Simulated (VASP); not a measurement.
# Si (I4/mmm) in VASP: a series of runs

Runs on Si. Level: PBE. Tasks: single point.

All numbers are computed with VASP 6.6.1; they aren't measurements. Logs are shortened: lines on timing, memory, paths and dates and some standing lists are left out, and cuts for length are marked.

## Step 1: The cell of the first run

It takes space group I4/mmm (No. 139, tetragonal). Conventional cell: a = 6.774 Å, b = 6.774 Å, c = 3.465 Å, α = 90.00°, β = 90.00°, γ = 90.00°. Within 2.9 Å of Si (site symmetry m2m) lie 4 Si at 2.21 to 2.42 Å.

## Step 2: Single point, PBE (19.88 Å³/atom)

Contents of INCAR:

```
SYSTEM = Si
ALGO = Normal
EDIFF = 1E-7
ENCUT = 520
GGA = PE
ISIF = 2
ISMEAR = 0
LASPH = .True.
LCHARG = .True.
LELF = .True.
LREAL = .False.
LVHAR = .True.
LWAVE = .False.
NBANDS = 16
NELM = 100
PREC = Accurate
SIGMA = 0.05
```

Contents of KPOINTS:

```
k-points
0
Gamma
  12 12 12
  0 0 0
```

Contents of POSCAR:

```
Si
1.0
   -3.3872117671      3.3872117671      1.7325588189
    3.3872117671     -3.3872117671      1.7325588189
    3.3872117671      3.3872117671     -1.7325588189
Si
4
Direct
    0.1786105079      0.1786105079      0.3572210158
    0.8213894921      0.8213894921      0.6427789842
    0.1786105079      0.8213894921      0.0000000000
    0.8213894921      0.1786105079      0.0000000000
```

Potentials or basis: VASP PAW PBE potentials, release 64 (Si).

Launch:

```bash
$ cat potpaw_PBE.64/Si/POTCAR > POTCAR
$ mpirun -np 1 vasp_std > vasp.out
```

OUTCAR:

```text
SYSTEM = Si
   EDIFF = 1E-7
   ENCUT = 520
   GGA = PE
   ISIF = 2
   ISMEAR = 0
   LASPH = .True.
   LREAL = .False.
   NELM = 100
   PREC = Accurate

 ion  position               nearest neighbor table
   1  0.179  0.179  0.357-   2 2.21   2 2.21   3 2.42   4 2.42
   2  0.821  0.821  0.643-   1 2.21   1 2.21   4 2.42   3 2.42
   3  0.179  0.821  0.000-   4 2.21   4 2.21   2 2.42   1 2.42
   4  0.821  0.179  0.000-   3 2.21   3 2.21   2 2.42   1 2.42

  LATTYP: Found a body centered tetragonal cell.
 ALAT       =     6.7744235342
 C/A-ratio  =     0.5115000000

  Lattice vectors:

 A1 = (  -3.3872117671,   3.3872117671,   1.7325588189)
 A2 = (   3.3872117671,  -3.3872117671,   1.7325588189)
 A3 = (   3.3872117671,   3.3872117671,  -1.7325588189)

Analysis of symmetry for initial positions (statically):
=====================================================================
 Subroutine PRICEL returns:
 Original cell was already a primitive cell.

 Routine SETGRP: Setting up the symmetry group for a
 body centered tetragonal supercell.

 Subroutine GETGRP returns: Found 16 space group operations
 (whereof 16 operations were pure point group operations)
 out of a pool of 16 trial point group operations.

The static configuration has the point symmetry D_4h.

Analysis of symmetry for dynamics (positions and initial velocities):
=====================================================================
 Subroutine PRICEL returns:
 Original cell was already a primitive cell.

 Routine SETGRP: Setting up the symmetry group for a
 body centered tetragonal supercell.

 Subroutine GETGRP returns: Found 16 space group operations
 (whereof 16 operations were pure point group operations)
 out of a pool of 16 trial point group operations.

The dynamic configuration has the point symmetry D_4h.

 Subroutine INISYM returns: Found 16 space group operations
 (whereof 16 operations are pure point group operations),
 and found     1 'primitive' translations

----------------------------------------------------------------------------------------

                                     Primitive cell

[... 91 lines left out ...]
   LASPH  =      T    aspherical Exc in radial PAW
   ENCUT  =  520.0 eV  38.22 Ry    6.18 a.u.   9.47  9.47  9.47*2*pi/ulx,y,z
   NELM   =    100;   NELMIN=  2; NELMDL= -5     # of ELM steps
   EDIFF  = 0.1E-06   stopping-criterion for ELM
   LREAL  =      F    real-space projection
   EDIFFG = 0.1E-05   stopping-criterion for IOM
   NSW    =      0    number of steps for IOM
   IBRION =     -1    ionic relax: 0-MD 1-quasi-New 2-CG
   NFREE  =      0    steps in history (QN), initial steepest desc. (CG)
   ISIF   =      2    stress and relaxation
   ISYM   =      2    0-nonsym 1-usesym 2-fastsym
   POTIM  = 0.5000    time-step for ionic-motion
   TEBEG  =    0.0;   TEEND  =   0.0 temperature during run
   PSTRESS=    0.0 pullay stress
   NELECT =      16.0000    total number of electrons
   NUPDOWN=      -1.0000    fix difference up-down
   EMIN   =  10.00;   EMAX   =-10.00  energy-range for DOS
   EFERMI =   0.00;   METHOD = LEGACY
   ISMEAR =     0;   SIGMA  =   0.05  broadening in eV -4-tet -1-fermi 0-gaus
   EFERMI_NEDOS =   21; number of points for ismear=-14 and -15
   IALGO  =     38    algorithm
   IMIX   =      4    mixing-type and parameters
     AMIX     =   0.40;   BMIX     =  1.00
     AMIX_MAG =   1.60;   BMIX_MAG =  1.00
  volume/ion in A,a.u.               =      19.88       134.14
  Fermi-wavevector in a.u.,A,eV,Ry     =   0.959336  1.812882 12.521781  0.920325
  Thomas-Fermi vector in A             =   2.088523
   LORBIT       =      0    0 simple, 1 ext, 2 COOP (PROOUT), +10 PAW based schemes
   GGA     = PE    functional components
   LHFCALC =     F    Hartree Fock is set to
   AEXX    =    0.0000 exact exchange contribution
   IVDW    =     0    specifies the selected vdW correction
   LEPSILON=     F    determine dielectric tensor
   LRPA    =     F    only Hartree local field effects (RPA)
 non-spin polarized calculation
 Gauss-broadening in eV      SIGMA  =   0.05
  energy-cutoff  :      520.00
  volume of cell :       79.51
 maximum number of plane-waves:      2165
 NGX is ok and might be reduce to    40
   NGX = 19   NGY = 19   NGZ = 19

 number of electron      16.0000000 magnetization

 Free energy of the ion-electron system (eV)
  ---------------------------------------------------
  ext. energy  EPLUGINS =         0.00000000
  ---------------------------------------------------
  free energy    TOTEN  =       -20.60672809 eV

  energy without entropy =      -20.60641125  energy(sigma->0) =      -20.60656967

 E-fermi :   6.2279     XC(G=0):  -9.3341

 val. band max:        6.1913932021   @ k =   0.5000   0.5000   0.3333
 cond. band min:       6.2396059731   @ k =   0.2500   0.2500   0.1667
 fundamental gap:      0.0482127711
 Fermi energy:         6.2279059975

 k-point     1 :       0.0000    0.0000    0.0000
  band No.  band energies     occupation
      1      -6.4232      2.00000
      2      -2.7588      2.00000
      3       0.2308      2.00000
      4       0.2308      2.00000
      5       2.0460      2.00000
      6       5.3499      2.00000
[... 433 lines left out ...]
      3      -0.5909      2.00000
      4       1.4288      2.00000
      5       2.0746      2.00000
      6       2.9903      2.00000
[... 8 lines left out ...]
     15      12.7599      0.00000
     16      13.6040      0.00000

 [... further k-points ...]

------------------------ aborting loop because EDIFF is reached ----------------------------------------

  FORCE on cell =-STRESS in cart. coord.  units (eV):
  Direction    XX          YY          ZZ          XY          YZ          ZX
  --------------------------------------------------------------------------------------
  -------------------------------------------------------------------------------------
  Total        0.6105314      0.6105314     13.4562782      0.0000000      0.0000000      0.0000000
  in kB       12.3022880     12.3022880    271.1457868      0.0000000      0.0000000      0.0000000
  external PRESSURE =      98.5834543 kB  Pullay stress =       0.0000000 kB

 VOLUME and BASIS-vectors are now :
 -----------------------------------------------------------------------------
  energy-cutoff  :      520.00
  volume of cell :       79.51
      direct lattice vectors                 reciprocal lattice vectors
    -3.387211767  3.387211767  1.732558819     0.000000000  0.147614036  0.288590491
     3.387211767 -3.387211767  1.732558819     0.147614036  0.000000000  0.288590491
     3.387211767  3.387211767 -1.732558819     0.147614036  0.147614036  0.000000000

 POSITION                                       TOTAL-FORCE (eV/Angst)
 -----------------------------------------------------------------------------------
      1.20998      1.20998     -0.00000        -1.128841     -1.128841      0.000000
      2.17723      2.17723      1.73256         1.128841      1.128841     -0.000000
      2.17723     -2.17723      1.73256         1.128841     -1.128841     -0.000000
     -2.17723      2.17723      1.73256        -1.128841      1.128841     -0.000000
 -----------------------------------------------------------------------------------
    total drift:                               -0.000000     -0.000000      0.000000

  FREE ENERGIE OF THE ION-ELECTRON SYSTEM (eV)
  ---------------------------------------------------
  free  energy   TOTEN  =       -20.6067280879 eV

  energy  without entropy=      -20.6064112537  energy(sigma->0) =      -20.60656967
```

stdout:

```text
POSCAR found type information on POSCAR Si
 POSCAR found :  1 types and       4 ions
 scaLAPACK will be used
 LDA part: xc-table for (Slater+PW92), standard interpolation
 POSCAR, INCAR and KPOINTS ok, starting setup
 FFT: planning ... GRIDC
 FFT: planning ... GRID_SOFT
 FFT: planning ... GRID
 WAVECAR not read
 entering main loop
```

Run time: 9.4 min. Hardware: 1 thread of Intel Xeon 8259CL, shared host; peak memory 0.29 GiB.

Results:

```
Free energy            : -20.6067 eV
Pressure               : 9.9 GPa
Largest force          : 1.596 eV/Å
Band gap on the k mesh : zero (bands 8 and 9 overlap by 0.40 eV)
```

Forces in eV/Å, atoms in the order of the input:
```
Si  -1.129 -1.129  0.000
Si   1.129  1.129  0.000
Si   1.129 -1.129  0.000
Si  -1.129  1.129  0.000
```

Caveat: the stress differs along the axes, from 1 to 27 GPa; semilocal functionals underestimate gaps, and a narrow one can read as zero; forces of over 1 eV/Å act on the atoms, so gaps and moduli don't describe the material at rest.

## Step 3: Single point, PBE (19.88 Å³/atom)

Contents of INCAR:

```
SYSTEM = Si
PREC     = Accurate       ! precision mode
ENCUT    = 520            ! plane-wave cutoff, eV
EDIFF    = 1E-6           ! SCF threshold, eV
ISMEAR   = 0              ! smearing method
SIGMA    = 0.05           ! smearing width, eV
LREAL    = .FALSE.        ! projectors in reciprocal space
LASPH    = .TRUE.         ! aspherical terms in the spheres
NELM     = 60             ! most SCF steps
ALGO     = Normal         ! electronic algorithm
ISIF     = 2              ! what is computed and relaxed
LWAVE    = .FALSE.        ! write WAVECAR
LCHARG   = .FALSE.        ! write CHGCAR
GGA      = PE             ! functional
NBANDS   = 16             ! bands
```

Contents of KPOINTS:

```
regular mesh
0
G
  12 12 12
  0 0 0
```

Contents of POSCAR:

```
Si
1.0
   -3.2104926853      3.2104926853      1.9285429561
    3.2104926853     -3.2104926853      1.9285429561
    3.2104926853      3.2104926853     -1.9285429561
Si
4
Direct
    0.1786105079      0.1786105079      0.3572210158
    0.8213894921      0.8213894921      0.6427789842
    0.1786105079      0.8213894921      0.0000000000
    0.8213894921      0.1786105079      0.0000000000
```

Potentials or basis: VASP PAW PBE potentials, release 64 (Si).

Launch:

```bash
$ cat potpaw_PBE.64/Si/POTCAR > POTCAR
$ mpirun -np 1 vasp_std > vasp.out
```

OUTCAR:

```text
SYSTEM = Si
   PREC = Accurate
   ENCUT = 520
   EDIFF = 1E-6
   ISMEAR = 0
   LREAL = .FALSE.
   LASPH = .TRUE.
   NELM = 60
   ISIF = 2
   GGA = PE

 ion  position               nearest neighbor table
   1  0.179  0.179  0.357-   3 2.29   4 2.29   2 2.32   2 2.32
   2  0.821  0.821  0.643-   3 2.29   4 2.29   1 2.32   1 2.32
   3  0.179  0.821  0.000-   1 2.29   2 2.29   4 2.32   4 2.32
   4  0.821  0.179  0.000-   1 2.29   2 2.29   3 2.32   3 2.32

  LATTYP: Found a body centered tetragonal cell.
 ALAT       =     6.4209853706
 C/A-ratio  =     0.6007000000

  Lattice vectors:

 A1 = (  -3.2104926853,   3.2104926853,   1.9285429561)
 A2 = (   3.2104926853,  -3.2104926853,   1.9285429561)
 A3 = (   3.2104926853,   3.2104926853,  -1.9285429561)

Analysis of symmetry for initial positions (statically):
=====================================================================
 Subroutine PRICEL returns:
 Original cell was already a primitive cell.

 Routine SETGRP: Setting up the symmetry group for a
 body centered tetragonal supercell.

 Subroutine GETGRP returns: Found 16 space group operations
 (whereof 16 operations were pure point group operations)
 out of a pool of 16 trial point group operations.

The static configuration has the point symmetry D_4h.

Analysis of symmetry for dynamics (positions and initial velocities):
=====================================================================
 Subroutine PRICEL returns:
 Original cell was already a primitive cell.

 Routine SETGRP: Setting up the symmetry group for a
 body centered tetragonal supercell.

 Subroutine GETGRP returns: Found 16 space group operations
 (whereof 16 operations were pure point group operations)
 out of a pool of 16 trial point group operations.

The dynamic configuration has the point symmetry D_4h.

 Subroutine INISYM returns: Found 16 space group operations
 (whereof 16 operations are pure point group operations),
 and found     1 'primitive' translations

----------------------------------------------------------------------------------------

                                     Primitive cell

  volume of cell :      79.5120

  direct lattice vectors                    reciprocal lattice vectors
    -3.210492685  3.210492685  1.928542956     0.000000000  0.155739336  0.259263087
     3.210492685 -3.210492685  1.928542956     0.155739336  0.000000000  0.259263087
     3.210492685  3.210492685 -1.928542956     0.155739336  0.155739336  0.000000000

  length of vectors
     4.932930620  4.932930620  4.932930620     0.302443530  0.302443530  0.220248682

  position of ions in fractional coordinates (direct lattice)
     0.178610508  0.178610508  0.357221016
     0.821389492  0.821389492  0.642778984
     0.178610508  0.821389492  0.000000000
     0.821389492  0.178610508  0.000000000

  ion indices of the primitive-cell ions
   primitive index   ion index
                 1           1
                 2           2
                 3           3
                 4           4

----------------------------------------------------------------------------------------

 KPOINTS: regular mesh

Automatic generation of k-mesh.
 Grid dimensions read from file:
[... 23 lines left out ...]
  0.083333 -0.000000  0.000000      8.000000
  0.166667  0.000000 -0.000000      8.000000
  0.250000  0.000000 -0.000000      8.000000
  0.333333 -0.000000  0.000000      8.000000
  0.416667  0.000000 -0.000000      8.000000
[... 16 lines left out ...]
  0.500000  0.166667 -0.000000     16.000000
 -0.416667  0.166667  0.000000     16.000000
 [... further k-points ...]
   k-points           NKPTS =    163   k-points in BZ     NKDIM =    163   number of bands    NBANDS=     16
   number of dos      NEDOS =    301   number of ions     NIONS =      4
   total plane-waves  NPLWV =  64000
   dimension x,y,z NGX =    40 NGY =   40 NGZ =   40
   dimension x,y,z NGXF=    80 NGYF=   80 NGZF=   80
   ions per type =               4
   NGX,Y,Z   is equivalent  to a cutoff of  13.48, 13.48, 13.48 a.u.
   NGXF,Y,Z  is equivalent  to a cutoff of  26.96, 26.96, 26.96 a.u.
 SYSTEM =  Si
   PREC   = accura    normal or accurate (medium, high low for compatibility)
   ISTART =      0    job   : 0-new  1-cont  2-samecut
   ICHARG =      2    charge: 1-file 2-atom 10-const
   ISPIN  =      1    spin polarized calculation?
   LNONCOLLINEAR =      F non collinear calculations
   LSORBIT =      F    spin-orbit coupling
   LASPH  =      T    aspherical Exc in radial PAW
   ENCUT  =  520.0 eV  38.22 Ry    6.18 a.u.   9.17  9.17  9.17*2*pi/ulx,y,z
   NELM   =     60;   NELMIN=  2; NELMDL= -5     # of ELM steps
   EDIFF  = 0.1E-05   stopping-criterion for ELM
   LREAL  =      F    real-space projection
   EDIFFG = 0.1E-04   stopping-criterion for IOM
   NSW    =      0    number of steps for IOM
   IBRION =     -1    ionic relax: 0-MD 1-quasi-New 2-CG
   NFREE  =      0    steps in history (QN), initial steepest desc. (CG)
   ISIF   =      2    stress and relaxation
   ISYM   =      2    0-nonsym 1-usesym 2-fastsym
   POTIM  = 0.5000    time-step for ionic-motion
   TEBEG  =    0.0;   TEEND  =   0.0 temperature during run
   PSTRESS=    0.0 pullay stress
   NELECT =      16.0000    total number of electrons
   NUPDOWN=      -1.0000    fix difference up-down
   EMIN   =  10.00;   EMAX   =-10.00  energy-range for DOS
   EFERMI =   0.00;   METHOD = LEGACY
   ISMEAR =     0;   SIGMA  =   0.05  broadening in eV -4-tet -1-fermi 0-gaus
   EFERMI_NEDOS =   21; number of points for ismear=-14 and -15
   IALGO  =     38    algorithm
   IMIX   =      4    mixing-type and parameters
     AMIX     =   0.40;   BMIX     =  1.00
     AMIX_MAG =   1.60;   BMIX_MAG =  1.00
  volume/ion in A,a.u.               =      19.88       134.14
  Fermi-wavevector in a.u.,A,eV,Ry     =   0.959336  1.812882 12.521781  0.920325
  Thomas-Fermi vector in A             =   2.088523
   LORBIT       =      0    0 simple, 1 ext, 2 COOP (PROOUT), +10 PAW based schemes
   GGA     = PE    functional components
   LHFCALC =     F    Hartree Fock is set to
   AEXX    =    0.0000 exact exchange contribution
   IVDW    =     0    specifies the selected vdW correction
   LEPSILON=     F    determine dielectric tensor
   LRPA    =     F    only Hartree local field effects (RPA)
 non-spin polarized calculation
 Gauss-broadening in eV      SIGMA  =   0.05
  energy-cutoff  :      520.00
  volume of cell :       79.51
 maximum number of plane-waves:      2159
 NGX is ok and might be reduce to    40
   NGX = 19   NGY = 19   NGZ = 19

 number of electron      16.0000000 magnetization

 Free energy of the ion-electron system (eV)
  ---------------------------------------------------
  ext. energy  EPLUGINS =         0.00000000
  ---------------------------------------------------
  free energy    TOTEN  =       -21.08291921 eV

  energy without entropy =      -21.08274862  energy(sigma->0) =      -21.08283391

 E-fermi :   6.1429     XC(G=0):  -9.3481

 val. band max:        6.1243445497   @ k =   0.5000   0.5000   0.4167
 cond. band min:       6.1535809175   @ k =   0.5000   0.5000   0.4167
 fundamental gap:      0.0292363678
 Fermi energy:         6.1429231812

 k-point     1 :       0.0000    0.0000    0.0000
  band No.  band energies     occupation
      1      -6.4103      2.00000
      2      -1.5606      2.00000
      3       0.3934      2.00000
      4       0.3934      2.00000
      5       2.0620      2.00000
      6       4.3993      2.00000
[... 433 lines left out ...]
      3      -0.8552      2.00000
      4       1.1805      2.00000
      5       1.9736      2.00000
      6       3.1632      2.00000
[... 8 lines left out ...]
     15      12.1336      0.00000
     16      12.2952      0.00000

 [... further k-points ...]

------------------------ aborting loop because EDIFF is reached ----------------------------------------

  FORCE on cell =-STRESS in cart. coord.  units (eV):
  Direction    XX          YY          ZZ          XY          YZ          ZX
  --------------------------------------------------------------------------------------
  -------------------------------------------------------------------------------------
  Total        5.3355620      5.3355620      1.3752224      0.0000000      0.0000000      0.0000000
  in kB      107.5122800    107.5122800     27.7109139      0.0000000      0.0000000      0.0000000
  external PRESSURE =      80.9118246 kB  Pullay stress =       0.0000000 kB

 VOLUME and BASIS-vectors are now :
 -----------------------------------------------------------------------------
  energy-cutoff  :      520.00
  volume of cell :       79.51
      direct lattice vectors                 reciprocal lattice vectors
    -3.210492685  3.210492685  1.928542956     0.000000000  0.155739336  0.259263087
     3.210492685 -3.210492685  1.928542956     0.155739336  0.000000000  0.259263087
     3.210492685  3.210492685 -1.928542956     0.155739336  0.155739336  0.000000000

 POSITION                                       TOTAL-FORCE (eV/Angst)
 -----------------------------------------------------------------------------------
      1.14686      1.14686     -0.00000         0.521923      0.521923     -0.000000
      2.06364      2.06364      1.92854        -0.521923     -0.521923      0.000000
      2.06364     -2.06364      1.92854        -0.521923      0.521923     -0.000000
     -2.06364      2.06364      1.92854         0.521923     -0.521923      0.000000
 -----------------------------------------------------------------------------------
    total drift:                               -0.000000     -0.000000      0.000000

  FREE ENERGIE OF THE ION-ELECTRON SYSTEM (eV)
  ---------------------------------------------------
  free  energy   TOTEN  =       -21.0829192054 eV

  energy  without entropy=      -21.0827486176  energy(sigma->0) =      -21.08283391
```

It took 6.5 min on 1 thread of Intel Xeon 8259CL, shared host; peak memory 0.29 GiB.

What came out:

```yaml
Free_energy: -21.0829 eV
Pressure: 8.1 GPa
Largest_force: 0.738 eV/Å
Band_gap_on_the_k_mesh: zero (bands 8 and 9 overlap by 0.05 eV)
```

Forces in eV/Å, atoms in the order of the input:
```
Si   0.522  0.522  0.000
Si  -0.522 -0.522  0.000
Si  -0.522  0.522  0.000
Si   0.522 -0.522  0.000
```

Stress tensor (GPa, compression positive):
```
10.75  0.00  0.00
 0.00 10.75  0.00
 0.00  0.00  2.77
```

Caveat: the stress differs along the axes, from 3 to 11 GPa; semilocal functionals underestimate gaps, and a narrow one can read as zero.

[end of part 1 of 2]

The gap in the log of VASP goes by the Fermi energy; the results here count the filled bands.